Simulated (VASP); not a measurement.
# IrRu (P-6m2) in VASP: single point with LDA

Aim: the single point of IrRu with LDA.

Program: VASP 6.6.1. These are calculated values, not measurements. Logs are shortened: lines on timing, memory, paths and dates and some standing lists are left out, and cuts for length are marked.

### 1 The cell of the first run

Symmetry: P-6m2, No. 187, hexagonal system. Conventional cell: a = 2.802 Å, b = 2.802 Å, c = 4.097 Å, α = 90.00°, β = 90.00°, γ = 120.00°. Within 3.4 Å of Ru (site symmetry -6m2) lie 6 Ir at 2.61 Å and 6 Ru at 2.80 Å. Within 3.4 Å of Ir (site symmetry -6m2) lie 6 Ru at 2.61 Å and 6 Ir at 2.80 Å.

### 2 Single point, LDA

The input, INCAR:

```
  ALGO = Normal
  EDIFF = 1E-6
  ENCUT = 560
  GGA = CA
  GGA_COMPAT = False
  ISIF = 2
  ISMEAR = 0
  LASPH = True
  LCHARG = False
  LREAL = False
  LWAVE = False
  NBANDS = 24
  NELM = 120
  PREC = Accurate
  SIGMA = 0.15
```

The input, KPOINTS:

```
k-points
0
Gamma
  24 24 12
```

The input, POSCAR:

```
IrRu
1.0
    2.8017092224      0.0000000000      0.0000000000
   -1.4008546112      2.4263513606      0.0000000000
    0.0000000000      0.0000000000      4.0965326000
Ru Ir
1 1
Direct
    0.6666666667      0.3333333333      0.0000000000
    0.0000000000      0.0000000000      0.5000000000
```

Potentials or basis: VASP PAW LDA potentials, release 64 (Ru_sv, Ir_sv_GW).

The run is started by

```
$ cat potpaw_LDA.64/Ru_sv/POTCAR potpaw_LDA.64/Ir_sv_GW/POTCAR > POTCAR
$ mpirun -np 1 vasp_std > vasp.out
```

OUTCAR:

```text
EDIFF = 1E-6
   ENCUT = 560
   GGA = CA
   ISIF = 2
   ISMEAR = 0
   LASPH = True
   LREAL = False
   NELM = 120
   PREC = Accurate

 ion  position               nearest neighbor table
   1  0.667  0.333  0.000-   2 2.61   2 2.61   2 2.61   2 2.61   2 2.61   2 2.61
   2  0.000  0.000  0.500-   1 2.61   1 2.61   1 2.61   1 2.61   1 2.61   1 2.61

  LATTYP: Found a hexagonal cell.
 ALAT       =     2.8017092224
 C/A-ratio  =     1.4621548044

  Lattice vectors:

 A1 = (   2.8017092224,   0.0000000000,   0.0000000000)
 A2 = (  -1.4008546112,   2.4263513606,   0.0000000000)
 A3 = (   0.0000000000,   0.0000000000,   4.0965326000)

Analysis of symmetry for initial positions (statically):
=====================================================================
 Subroutine PRICEL returns:
 Original cell was already a primitive cell.

 Routine SETGRP: Setting up the symmetry group for a
 hexagonal supercell.

 Subroutine GETGRP returns: Found 12 space group operations
 (whereof 12 operations were pure point group operations)
 out of a pool of 24 trial point group operations.

The static configuration has the point symmetry D_3h.

Analysis of symmetry for dynamics (positions and initial velocities):
=====================================================================
 Subroutine PRICEL returns:
 Original cell was already a primitive cell.

 Routine SETGRP: Setting up the symmetry group for a
 hexagonal supercell.

 Subroutine GETGRP returns: Found 12 space group operations
 (whereof 12 operations were pure point group operations)
 out of a pool of 24 trial point group operations.

The dynamic configuration has the point symmetry D_3h.

 Subroutine INISYM returns: Found 12 space group operations
 (whereof 12 operations are pure point group operations),
 and found     1 'primitive' translations

----------------------------------------------------------------------------------------

                                     Primitive cell

  volume of cell :      27.8479

  direct lattice vectors                    reciprocal lattice vectors
     2.801709222  0.000000000  0.000000000     0.356924977  0.206070732  0.000000000
    -1.400854611  2.426351361  0.000000000     0.000000000  0.412141463  0.000000000
     0.000000000  0.000000000  4.096532600     0.000000000  0.000000000  0.244108884

  length of vectors
     2.801709222  2.801709222  4.096532600     0.412141463  0.412141463  0.244108884

  position of ions in fractional coordinates (direct lattice)
     0.666666667  0.333333333  0.000000000
     0.000000000  0.000000000  0.500000000

  ion indices of the primitive-cell ions
   primitive index   ion index
                 1           1
                 2           2

----------------------------------------------------------------------------------------

 KPOINTS: k-points

Automatic generation of k-mesh.
 Grid dimensions read from file:
 generate k-points for:   24   24   12

 Generating k-lattice:

  Cartesian coordinates                     Fractional coordinates (reciprocal lattice)
     0.014871874  0.008586280  0.000000000     0.041666667  0.000000000  0.000000000
     0.000000000  0.017172561  0.000000000     0.000000000  0.041666667  0.000000000
     0.000000000  0.000000000  0.020342407     0.000000000  0.000000000  0.083333333

  Length of vectors
     0.017172561  0.017172561  0.020342407

  Shift w.r.t. Gamma in fractional coordinates (k-lattice)
     0.000000000  0.000000000  0.000000000

 Subroutine IBZKPT returns following result:
 ===========================================

 Found    427 irreducible k-points:

 Following reciprocal coordinates:
            Coordinates               Weight
  0.000000  0.000000  0.000000      1.000000
  0.041667  0.000000  0.000000      6.000000
  0.083333  0.000000  0.000000      6.000000
  0.125000 -0.000000  0.000000      6.000000
  0.166667  0.000000  0.000000      6.000000
  0.208333 -0.000000  0.000000      6.000000
[... 16 lines left out ...]
  0.416667  0.041667  0.000000     12.000000
  0.458333  0.041667  0.000000     12.000000
 [... further k-points ...]
   k-points           NKPTS =    427   k-points in BZ     NKDIM =    427   number of bands    NBANDS=     24
   number of dos      NEDOS =    301   number of ions     NIONS =      2
   total plane-waves  NPLWV =  18432
   dimension x,y,z NGX =    24 NGY =   24 NGZ =   32
   dimension x,y,z NGXF=    48 NGYF=   48 NGZF=   64
   ions per type =               1   1
   NGX,Y,Z   is equivalent  to a cutoff of  14.24, 14.24, 12.99 a.u.
   NGXF,Y,Z  is equivalent  to a cutoff of  28.48, 28.48, 25.97 a.u.
 SYSTEM =  unknown system
   PREC   = accura    normal or accurate (medium, high low for compatibility)
   ISTART =      0    job   : 0-new  1-cont  2-samecut
   ICHARG =      2    charge: 1-file 2-atom 10-const
   ISPIN  =      1    spin polarized calculation?
   LNONCOLLINEAR =      F non collinear calculations
   LSORBIT =      F    spin-orbit coupling
   LASPH  =      T    aspherical Exc in radial PAW
   ENCUT  =  560.0 eV  41.16 Ry    6.42 a.u.   5.41  5.41  7.90*2*pi/ulx,y,z
   NELM   =    120;   NELMIN=  2; NELMDL= -5     # of ELM steps
   EDIFF  = 0.1E-05   stopping-criterion for ELM
   LREAL  =      F    real-space projection
   EDIFFG = 0.1E-04   stopping-criterion for IOM
   NSW    =      0    number of steps for IOM
   IBRION =     -1    ionic relax: 0-MD 1-quasi-New 2-CG
   NFREE  =      0    steps in history (QN), initial steepest desc. (CG)
   ISIF   =      2    stress and relaxation
   ISYM   =      2    0-nonsym 1-usesym 2-fastsym
   POTIM  = 0.5000    time-step for ionic-motion
   TEBEG  =    0.0;   TEEND  =   0.0 temperature during run
   PSTRESS=    0.0 pullay stress
   NELECT =      33.0000    total number of electrons
   NUPDOWN=      -1.0000    fix difference up-down
   EMIN   =  10.00;   EMAX   =-10.00  energy-range for DOS
   EFERMI =   0.00;   METHOD = LEGACY
   ISMEAR =     0;   SIGMA  =   0.15  broadening in eV -4-tet -1-fermi 0-gaus
   EFERMI_NEDOS =   21; number of points for ismear=-14 and -15
   IALGO  =     38    algorithm
   IMIX   =      4    mixing-type and parameters
     AMIX     =   0.40;   BMIX     =  1.00
     AMIX_MAG =   1.60;   BMIX_MAG =  1.00
  volume/ion in A,a.u.               =      13.92        93.96
  Fermi-wavevector in a.u.,A,eV,Ry     =   1.732401  3.273763 40.833984  3.001213
  Thomas-Fermi vector in A             =   2.806584
   LORBIT       =      0    0 simple, 1 ext, 2 COOP (PROOUT), +10 PAW based schemes
   GGA     = CA    functional components
   LHFCALC =     F    Hartree Fock is set to
   AEXX    =    0.0000 exact exchange contribution
   IVDW    =     0    specifies the selected vdW correction
   LEPSILON=     F    determine dielectric tensor
   LRPA    =     F    only Hartree local field effects (RPA)
 non-spin polarized calculation
 Gauss-broadening in eV      SIGMA  =   0.15
  energy-cutoff  :      560.00
  volume of cell :       27.85
 maximum number of plane-waves:       868
 NGX is ok and might be reduce to    24
   NGX = 11   NGY = 11   NGZ = 15

 number of electron      33.0000007 magnetization

 Free energy of the ion-electron system (eV)
  ---------------------------------------------------
  ext. energy  EPLUGINS =         0.00000000
  ---------------------------------------------------
  free energy    TOTEN  =       -21.48262742 eV

  energy without entropy =      -21.46115371  energy(sigma->0) =      -21.47189056

 E-fermi :  13.8534     XC(G=0): -14.6134

 val. band max:       13.8526272492   @ k =   0.3333   0.0417   0.3333
 cond. band min:      13.8536270857   @ k =   0.0417   0.0417   0.5000
 fundamental gap:      0.0009998365
 Fermi energy:        13.8534429178

 k-point     1 :       0.0000    0.0000    0.0000
  band No.  band energies     occupation
      1     -78.7673      2.00000
      2     -58.9668      2.00000
      3     -35.9520      2.00000
      4     -35.5790      2.00000
      5     -35.5790      2.00000
      6     -29.2537      2.00000
[... 16 lines left out ...]
     23      31.5217      0.00000
     24      31.7534      0.00000

 k-point     2 :       0.0417    0.0000    0.0000
  band No.  band energies     occupation
      1     -78.7667      2.00000
      2     -58.9656      2.00000
      3     -35.9503      2.00000
      4     -35.5867      2.00000
      5     -35.5809      2.00000
      6     -29.2534      2.00000
[... 16 lines left out ...]
     23      31.5792      0.00000
     24      31.8227      0.00000

 k-point     3 :       0.0833    0.0000    0.0000
  band No.  band energies     occupation
      1     -78.7651      2.00000
      2     -58.9622      2.00000
      3     -35.9456      2.00000
      4     -35.6090      2.00000
      5     -35.5863      2.00000
      6     -29.2526      2.00000
[... 16 lines left out ...]
     23      31.7378      0.00000
     24      31.9692      0.00000

 k-point     4 :       0.1250   -0.0000    0.0000
  band No.  band energies     occupation
      1     -78.7626      2.00000
      2     -58.9566      2.00000
      3     -35.9383      2.00000
      4     -35.6443      2.00000
      5     -35.5950      2.00000
      6     -29.2513      2.00000
[... 16 lines left out ...]
     23      31.7093      0.00000
     24      31.9213      0.00000

 k-point     5 :       0.1667    0.0000    0.0000
  band No.  band energies     occupation
      1     -78.7596      2.00000
      2     -58.9494      2.00000
      3     -35.9289      2.00000
      4     -35.6902      2.00000
      5     -35.6064      2.00000
      6     -29.2497      2.00000
[... 451 lines left out ...]
 k-point    22 :       0.3750    0.0417    0.0000
  band No.  band energies     occupation
      1     -78.7404      2.00000
      2     -58.9039      2.00000
      3     -35.9703      2.00000
      4     -35.8692      2.00000
      5     -35.6819      2.00000
      6     -29.3245      2.00000
[... 16 lines left out ...]
     23      25.5190      0.00000
     24      28.3521      0.00000

 k-point    23 :       0.4167    0.0417    0.0000
  band No.  band energies     occupation
      1     -78.7384      2.00000
      2     -58.8994      2.00000
      3     -35.9976      2.00000
      4     -35.8630      2.00000
      5     -35.6892      2.00000
      6     -29.3583      2.00000
[... 16 lines left out ...]
     23      25.3886      0.00000
     24      28.0899      0.00000

 k-point    24 :       0.4583    0.0417    0.0000
  band No.  band energies     occupation
      1     -78.7375      2.00000
      2     -58.8970      2.00000
      3     -36.0119      2.00000
      4     -35.8600      2.00000
      5     -35.6932      2.00000
      6     -29.3757      2.00000
[... 16 lines left out ...]
     23      25.7906      0.00000
     24      27.7586      0.00000

 [... further k-points ...]

------------------------ aborting loop because EDIFF is reached ----------------------------------------

  FORCE on cell =-STRESS in cart. coord.  units (eV):
  Direction    XX          YY          ZZ          XY          YZ          ZX
  --------------------------------------------------------------------------------------
  -------------------------------------------------------------------------------------
  Total       -3.3627184     -3.3627184      2.5532293     -0.0000000      0.0000000      0.0000000
  in kB     -193.4674529   -193.4674529    146.8950759     -0.0000000      0.0000000      0.0000000
  external PRESSURE =     -80.0132766 kB  Pullay stress =       0.0000000 kB

 VOLUME and BASIS-vectors are now :
 -----------------------------------------------------------------------------
  energy-cutoff  :      560.00
  volume of cell :       27.85
      direct lattice vectors                 reciprocal lattice vectors
     2.801709222  0.000000000  0.000000000     0.356924977  0.206070732  0.000000000
    -1.400854611  2.426351361  0.000000000     0.000000000  0.412141463  0.000000000
     0.000000000  0.000000000  4.096532600     0.000000000  0.000000000  0.244108884

 POSITION                                       TOTAL-FORCE (eV/Angst)
 -----------------------------------------------------------------------------------
      1.40085      0.80878      0.00000         0.000000      0.000000      0.000000
      0.00000      0.00000      2.04827        -0.000000      0.000000      0.000000
 -----------------------------------------------------------------------------------
    total drift:                               -0.000000      0.000000      0.000000

  FREE ENERGIE OF THE ION-ELECTRON SYSTEM (eV)
  ---------------------------------------------------
  free  energy   TOTEN  =       -21.4826274189 eV

  energy  without entropy=      -21.4611537092  energy(sigma->0) =      -21.47189056
```

Run time: 2.7 min. Hardware: 1 thread of Intel Xeon Platinum 8259CL at 2.50GHz (Skylake/Cascade Lake), shared host; peak memory 0.41 GiB.

Results:

```yaml
Free_energy: -21.4826 eV
Pressure: -8.0 GPa
Band_gap_on_the_k_mesh: zero (an odd number of electrons rules out a gap without spin polarisation)
```

Stress tensor (GPa, compression positive):
```
-19.35   0.00   0.00
  0.00 -19.35   0.00
  0.00   0.00  14.69
```

Levels at points of the mesh, in eV from the Fermi level:
```
           k point  band 14  band 15  band 16  band 17  band 18  band 19
(0.00, 0.00, 0.00)    -2.76    -2.36    -2.31    -2.31     0.64     0.64
(0.50, 0.00, 0.00)    -2.35    -1.77     0.27     1.11     1.77     3.03
(0.00, 0.00, 0.50)    -3.61    -3.61    -2.87     0.01     0.01     0.17
(0.50, 0.00, 0.50)    -1.77    -0.64    -0.19     0.56     1.03     2.15
```

Caveat: the stress differs along the axes, from -19 to 15 GPa; spin-orbit coupling is left out, which moves the levels of the heavy elements.
